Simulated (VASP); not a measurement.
# Sb (R-3m) in VASP: a series of runs

The runs below take Sb through single point, with PBE.

Program: VASP 6.6.1. These are calculated values, not measurements. Logs are shortened: lines on timing, memory, paths and dates and some standing lists are left out, and cuts for length are marked.

### Step 1. The cell of the first run

It takes space group R-3m (No. 166, trigonal). Conventional cell: a = 4.376 Å, b = 4.376 Å, c = 11.530 Å, α = 90.00°, β = 90.00°, γ = 120.00°. Sb (site symmetry 3m) has 6 Sb at 2.95 to 3.43 Å within 3.9 Å.

### Step 2. Single point, PBE

File INCAR:

```
PREC = Accurate
ENCUT = 520
EDIFF = 1E-6
ISMEAR = 1
SIGMA = 0.2
LREAL = False
LASPH = True
NELM = 100
ALGO = Normal
ISIF = 2
LWAVE = False
LCHARG = True
GGA = PE
LELF = True
LVHAR = True
NBANDS = 12
```

File KPOINTS:

```
regular mesh
0
Gamma
  9 9 9
```

File POSCAR:

```
Sb
1.0
    2.1879029667      1.2631863668      3.8431731385
   -2.1879029667      1.2631863668      3.8431731385
    0.0000000000     -2.5263727336      3.8431731385
Sb
2
Direct
    0.2326795448      0.2326795448      0.2326795448
    0.7673204552      0.7673204552      0.7673204552
```

Potentials or basis: VASP PAW PBE potentials, release 64 (Sb).

Started as:

```bash
$ cat potpaw_PBE.64/Sb/POTCAR > POTCAR
$ mpirun -np 1 vasp_std > vasp.out
```

OUTCAR:

```text
PREC = Accurate
   ENCUT = 520
   EDIFF = 1E-6
   ISMEAR = 1
   LREAL = False
   LASPH = True
   NELM = 100
   ISIF = 2
   GGA = PE

 ion  position               nearest neighbor table
   1  0.233  0.233  0.233-   2 2.95   2 2.95   2 2.95   2 3.43   2 3.43   2 3.43
   2  0.767  0.767  0.767-   1 2.95   1 2.95   1 2.95   1 3.43   1 3.43   1 3.43

  LATTYP: Found a trigonal (rhomboedric) cell.
 ALAT       =     4.5991889460
 COS(alpha) =     0.5473905614

  Lattice vectors:

 A1 = (   2.1879029667,   1.2631863668,   3.8431731385)
 A2 = (  -2.1879029667,   1.2631863668,   3.8431731385)
 A3 = (   0.0000000000,  -2.5263727336,   3.8431731385)

Analysis of symmetry for initial positions (statically):
=====================================================================
 Subroutine PRICEL returns:
 Original cell was already a primitive cell.

 Routine SETGRP: Setting up the symmetry group for a
 trigonal (rhombohedral) supercell.

 Subroutine GETGRP returns: Found 12 space group operations
 (whereof 12 operations were pure point group operations)
 out of a pool of 12 trial point group operations.

The static configuration has the point symmetry D_3d.

Analysis of symmetry for dynamics (positions and initial velocities):
=====================================================================
 Subroutine PRICEL returns:
 Original cell was already a primitive cell.

 Routine SETGRP: Setting up the symmetry group for a
 trigonal (rhombohedral) supercell.

 Subroutine GETGRP returns: Found 12 space group operations
 (whereof 12 operations were pure point group operations)
 out of a pool of 12 trial point group operations.

The dynamic configuration has the point symmetry D_3d.

 Subroutine INISYM returns: Found 12 space group operations
 (whereof 12 operations are pure point group operations),
 and found     1 'primitive' translations

----------------------------------------------------------------------------------------

                                     Primitive cell

  volume of cell :      63.7289

  direct lattice vectors                    reciprocal lattice vectors
     2.187902967  1.263186367  3.843173139     0.228529330  0.131941470  0.086733884
    -2.187902967  1.263186367  3.843173139    -0.228529330  0.131941470  0.086733884
     0.000000000 -2.526372734  3.843173139     0.000000000 -0.263882941  0.086733884

  length of vectors
     4.599188946  4.599188946  4.599188946     0.277771440  0.277771440  0.277771440

  position of ions in fractional coordinates (direct lattice)
     0.232679545  0.232679545  0.232679545
     0.767320455  0.767320455  0.767320455

  ion indices of the primitive-cell ions
   primitive index   ion index
                 1           1
                 2           2

----------------------------------------------------------------------------------------

 KPOINTS: regular mesh

Automatic generation of k-mesh.
 Grid dimensions read from file:
 generate k-points for:    9    9    9

 Generating k-lattice:

  Cartesian coordinates                     Fractional coordinates (reciprocal lattice)
     0.025392148  0.014660163  0.009637098     0.111111111  0.000000000 -0.000000000
    -0.025392148  0.014660163  0.009637098     0.000000000  0.111111111 -0.000000000
     0.000000000 -0.029320327  0.009637098    -0.000000000 -0.000000000  0.111111111

  Length of vectors
     0.030863493  0.030863493  0.030863493

  Shift w.r.t. Gamma in fractional coordinates (k-lattice)
     0.000000000  0.000000000  0.000000000

 Subroutine IBZKPT returns following result:
 ===========================================

 Found     85 irreducible k-points:

 Following reciprocal coordinates:
            Coordinates               Weight
  0.000000  0.000000  0.000000      1.000000
  0.111111  0.000000 -0.000000      6.000000
  0.222222  0.000000 -0.000000      6.000000
  0.333333 -0.000000 -0.000000      6.000000
  0.444444  0.000000 -0.000000      6.000000
  0.111111  0.111111 -0.000000      6.000000
[... 16 lines left out ...]
 -0.333333  0.333333  0.000000      6.000000
  0.444444  0.444444 -0.000000      6.000000
 [... further k-points ...]
   k-points           NKPTS =     85   k-points in BZ     NKDIM =     85   number of bands    NBANDS=     12
   number of dos      NEDOS =    301   number of ions     NIONS =      2
   total plane-waves  NPLWV =  46656
   dimension x,y,z NGX =    36 NGY =   36 NGZ =   36
   dimension x,y,z NGXF=    72 NGYF=   72 NGZF=   72
   ions per type =               2
   NGX,Y,Z   is equivalent  to a cutoff of  13.01, 13.01, 13.01 a.u.
   NGXF,Y,Z  is equivalent  to a cutoff of  26.03, 26.03, 26.03 a.u.
 SYSTEM =  unknown system
   PREC   = accura    normal or accurate (medium, high low for compatibility)
   ISTART =      0    job   : 0-new  1-cont  2-samecut
   ICHARG =      2    charge: 1-file 2-atom 10-const
   ISPIN  =      1    spin polarized calculation?
   LNONCOLLINEAR =      F non collinear calculations
   LSORBIT =      F    spin-orbit coupling
   LASPH  =      T    aspherical Exc in radial PAW
   ENCUT  =  520.0 eV  38.22 Ry    6.18 a.u.   8.55  8.55  8.55*2*pi/ulx,y,z
   NELM   =    100;   NELMIN=  2; NELMDL= -5     # of ELM steps
   EDIFF  = 0.1E-05   stopping-criterion for ELM
   LREAL  =      F    real-space projection
   EDIFFG = 0.1E-04   stopping-criterion for IOM
   NSW    =      0    number of steps for IOM
   IBRION =     -1    ionic relax: 0-MD 1-quasi-New 2-CG
   NFREE  =      0    steps in history (QN), initial steepest desc. (CG)
   ISIF   =      2    stress and relaxation
   ISYM   =      2    0-nonsym 1-usesym 2-fastsym
   POTIM  = 0.5000    time-step for ionic-motion
   TEBEG  =    0.0;   TEEND  =   0.0 temperature during run
   PSTRESS=    0.0 pullay stress
   NELECT =      10.0000    total number of electrons
   NUPDOWN=      -1.0000    fix difference up-down
   EMIN   =  10.00;   EMAX   =-10.00  energy-range for DOS
   EFERMI =   0.00;   METHOD = LEGACY
   ISMEAR =     1;   SIGMA  =   0.20  broadening in eV -4-tet -1-fermi 0-gaus
   EFERMI_NEDOS =   21; number of points for ismear=-14 and -15
   IALGO  =     38    algorithm
   IMIX   =      4    mixing-type and parameters
     AMIX     =   0.40;   BMIX     =  1.00
     AMIX_MAG =   1.60;   BMIX_MAG =  1.00
  volume/ion in A,a.u.               =      31.86       215.03
  Fermi-wavevector in a.u.,A,eV,Ry     =   0.883004  1.668635 10.608406  0.779696
  Thomas-Fermi vector in A             =   2.003712
   LORBIT       =      0    0 simple, 1 ext, 2 COOP (PROOUT), +10 PAW based schemes
   GGA     = PE    functional components
   LHFCALC =     F    Hartree Fock is set to
   AEXX    =    0.0000 exact exchange contribution
   IVDW    =     0    specifies the selected vdW correction
   LEPSILON=     F    determine dielectric tensor
   LRPA    =     F    only Hartree local field effects (RPA)
 non-spin polarized calculation
 Methfessel and Paxton  Order N= 1 SIGMA  =   0.20
  energy-cutoff  :      520.00
  volume of cell :       63.73
 maximum number of plane-waves:      1737
 NGX is ok and might be reduce to    36
   NGX = 17   NGY = 17   NGZ = 17

 number of electron      10.0000000 magnetization

 Free energy of the ion-electron system (eV)
  ---------------------------------------------------
  ext. energy  EPLUGINS =         0.00000000
  ---------------------------------------------------
  free energy    TOTEN  =        -8.28108532 eV

  energy without entropy =       -8.28221482  energy(sigma->0) =       -8.28146182

 E-fermi :   6.5812     XC(G=0):  -9.2975

 val. band max:        6.4853016343   @ k =   0.3333   0.2222   0.2222
 cond. band min:       6.6526164157   @ k =   0.4444   0.0000  -0.0000
 fundamental gap:      0.1673147814
 Fermi energy:         6.5811745052

 k-point     1 :       0.0000    0.0000    0.0000
  band No.  band energies     occupation
      1      -5.7035      2.00000
      2       1.5683      2.00000
      3       4.6848      2.00000
      4       4.9350      2.00000
      5       4.9350      2.00000
      6       8.5881     -0.00000
      7       9.2147     -0.00000
      8       9.2147     -0.00000
      9      11.8086      0.00000
     10      11.8086      0.00000
     11      11.9458      0.00000
     12      13.3419      0.00000

 k-point     2 :       0.1111    0.0000   -0.0000
  band No.  band energies     occupation
      1      -5.5744      2.00000
      2       1.0767      2.00000
      3       4.7206      2.00000
      4       4.8993      2.00000
      5       5.0826      2.00000
      6       8.5353     -0.00000
      7       8.8737     -0.00000
      8       8.9371     -0.00000
      9      11.3263      0.00000
     10      11.7154      0.00000
     11      11.8522      0.00000
     12      14.1495      0.00000

 k-point     3 :       0.2222    0.0000   -0.0000
  band No.  band energies     occupation
      1      -5.1905      2.00000
      2      -0.0253      2.00000
      3       4.7140      2.00000
      4       4.8255      2.00000
      5       5.4314      2.00000
      6       8.0014     -0.00000
      7       8.2056     -0.00000
      8       8.2945     -0.00000
      9      11.4179      0.00000
     10      11.9477      0.00000
     11      12.4370      0.00000
     12      15.7963      0.00000
[... 286 lines left out ...]
 k-point    23 :      -0.3333    0.3333    0.0000
  band No.  band energies     occupation
      1      -2.8463      2.00000
      2      -2.7051      2.00000
      3       1.8820      2.00000
      4       3.9986      2.00000
      5       4.1715      2.00000
      6       8.7346     -0.00000
      7       8.9656     -0.00000
      8      11.7298      0.00000
      9      11.8116      0.00000
     10      13.0738      0.00000
     11      14.4148      0.00000
     12      16.4675      0.00000

 k-point    24 :       0.4444    0.4444   -0.0000
  band No.  band energies     occupation
      1      -3.6525      2.00000
      2      -1.2392      2.00000
      3       1.6831      2.00000
      4       3.1840      2.00000
      5       3.2396      2.00000
      6       8.3104     -0.00000
      7      11.2086      0.00000
      8      11.8718      0.00000
      9      12.6583      0.00000
     10      15.0597      0.00000
     11      16.0324      0.00000
     12      17.1807      0.00000

 [... further k-points ...]

------------------------ aborting loop because EDIFF is reached ----------------------------------------

  FORCE on cell =-STRESS in cart. coord.  units (eV):
  Direction    XX          YY          ZZ          XY          YZ          ZX
  --------------------------------------------------------------------------------------
  -------------------------------------------------------------------------------------
  Total        0.0366096      0.0366096      0.0021165      0.0000000      0.0000000      0.0000000
  in kB        0.9203833      0.9203833      0.0532092      0.0000000      0.0000000      0.0000000
  external PRESSURE =       0.6313253 kB  Pullay stress =       0.0000000 kB

 VOLUME and BASIS-vectors are now :
 -----------------------------------------------------------------------------
  energy-cutoff  :      520.00
  volume of cell :       63.73
      direct lattice vectors                 reciprocal lattice vectors
     2.187902967  1.263186367  3.843173139     0.228529330  0.131941470  0.086733884
    -2.187902967  1.263186367  3.843173139    -0.228529330  0.131941470  0.086733884
     0.000000000 -2.526372734  3.843173139     0.000000000 -0.263882941  0.086733884

 POSITION                                       TOTAL-FORCE (eV/Angst)
 -----------------------------------------------------------------------------------
      0.00000      0.00000      2.68268         0.000000     -0.000000      0.024443
      0.00000      0.00000      8.84684         0.000000      0.000000     -0.024443
 -----------------------------------------------------------------------------------
    total drift:                               -0.000000     -0.000000     -0.000000

  FREE ENERGIE OF THE ION-ELECTRON SYSTEM (eV)
  ---------------------------------------------------
  free  energy   TOTEN  =        -8.2810853216 eV

  energy  without entropy=       -8.2822148228  energy(sigma->0) =       -8.28146182
```

It took 74 s on 1 thread of Intel Xeon 8259CL, shared host; peak memory 0.23 GiB.

What came out:

- Free energy: -8.2811 eV
- Pressure: 0.1 GPa
- Largest force: 0.024 eV/Å

Forces in eV/Å, atoms in the order of the input:
```
Sb   0.000  0.000  0.024
Sb   0.000  0.000 -0.024
```

Stress tensor (GPa, compression positive):
```
0.09 0.00 0.00
0.00 0.09 0.00
0.00 0.00 0.01
```

Caveat: spin-orbit coupling is left out, which moves the levels of the heavy elements.

### Step 3. Single point, PBE

File INCAR:

```
SYSTEM = Sb
PREC = Accurate
ENCUT = 520
EDIFF = 1E-6
ISMEAR = 1
SIGMA = 0.3
LREAL = .FALSE.
LASPH = .TRUE.
NELM = 60
ALGO = Normal
ISIF = 2
LWAVE = .FALSE.
LCHARG = .FALSE.
GGA = PE
NBANDS = 12
```

File KPOINTS:

```
regular mesh
0
G
  9 9 9
  0 0 0
```

POSCAR is that of step 2.

Potentials or basis: VASP PAW PBE potentials, release 64 (Sb).

Started as:

```bash
$ cat potpaw_PBE.64/Sb/POTCAR > POTCAR
$ mpirun -np 1 vasp_std > vasp.out
```

Wall time 68 s (1 thread of Intel Xeon 8259CL, shared host); peak memory 0.23 GiB.

It converged, with:

```yaml
Free_energy: -8.2795 eV
Pressure: 0.1 GPa
Largest_force: 0.012 eV/Å
```

Forces in eV/Å, atoms in the order of the input:
```
Sb   0.000  0.000  0.012
Sb   0.000  0.000 -0.012
```

Stress tensor (GPa, compression positive):
```
0.10 0.00 0.00
0.00 0.10 0.00
0.00 0.00 0.02
```

Levels at points of the mesh, in eV from the Fermi level:
```tsv
k point	band 1	band 2	band 3	band 4	band 5	band 6	band 7	band 8	band 9	band 10
(0.00, 0.00, 0.00)	-12.37	-5.09	-1.98	-1.73	-1.73	1.93	2.55	2.55	5.15	5.15
```

Caveat: spin-orbit coupling is left out, which moves the levels of the heavy elements.

### Step 4. Single point, PBE

File INCAR:

```
PREC = Accurate
ENCUT = 520
EDIFF = 1E-6
ISMEAR = 1
SIGMA = 0.6
LREAL = F
LASPH = T
NELM = 60
ALGO = Normal
ISIF = 2
LWAVE = F
LCHARG = F
GGA = PE
NBANDS = 12
```

File KPOINTS:

```
regular mesh
0
Gamma
  9 9 9
```

POSCAR is that of step 3.

Started as:

```bash
$ cat potpaw_PBE.64/Sb/POTCAR > POTCAR
$ mpirun -np 1 vasp_std > vasp.out
```

Run time: 69 s. Hardware: 1 thread of Intel Xeon 8259CL, shared host; peak memory 0.23 GiB.

It converged, with:

```
Free energy   : -8.2625 eV
Pressure      : 0.0 GPa
Largest force : 0.024 eV/Å
```

Forces on the atoms (eV/Å):
```
Sb   0.000  0.000  0.024
Sb   0.000  0.000 -0.024
```

Levels at points of the mesh, in eV from the Fermi level:
| k point | band 2 | band 3 | band 4 | band 5 | band 6 | band 7 | band 8 | band 9 |
| --- | --- | --- | --- | --- | --- | --- | --- | --- |
| (0.00, 0.00, 0.00) | -5.08 | -1.96 | -1.71 | -1.71 | 1.94 | 2.57 | 2.57 | 5.16 |

Caveat: spin-orbit coupling is left out, which moves the levels of the heavy elements.

(Continued in part 2 of 2.)
